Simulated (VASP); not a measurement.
Ba: single point with RPBE+D3(BJ)

The system is Ba.

```
CELL_PARAMETERS angstrom
-2.45533 2.45533 2.45533
2.45533 -2.45533 2.45533
2.45533 2.45533 -2.45533
ATOMIC_POSITIONS crystal
Ba 0.00000 0.00000 0.00000
```

This cell differs from its parent crystal: volume scaled by 0.94.

| Quantity | Value |
| --- | --- |
| Program | VASP 6.6.1 |
| Task | single point |
| Functional | RPBE |
| Dispersion | D3(BJ) |
| Potentials or basis | VASP PAW PBE potentials, release 64 (Ba_sv) |
| Cutoff | 520 eV |
| k mesh | 6 × 6 × 6 |
| Occupations | gaussian, width 0.1 eV |
| Spin | non-collinear spin, zero start, spin-orbit coupling |
| Starting moments | [[0.0, 0.0, 0.0]] μB |
| Dipole correction | no |
| Further INCAR settings | ALGO = Normal; EDIFF = 1e-06; NBANDS = 21 |

| Property | Result |
| --- | --- |
| Pressure | -5.9 GPa |
| Net moment | 0.00 μB per cell |
| Valence electrons inside the program's atomic spheres | Ba 7.92 |
| Dispersion energy per atom | -1.446 eV |

Moments on the atoms (μB; x, y, z):
```
Ba  0.00 0.00 0.00
```

Run time: 78 s on 1 thread of Intel Xeon 8259CL (shared host), peak memory 0.31 GiB.

Caveat: the PAW data sets were made with another functional, which shifts forces and pressure a little.
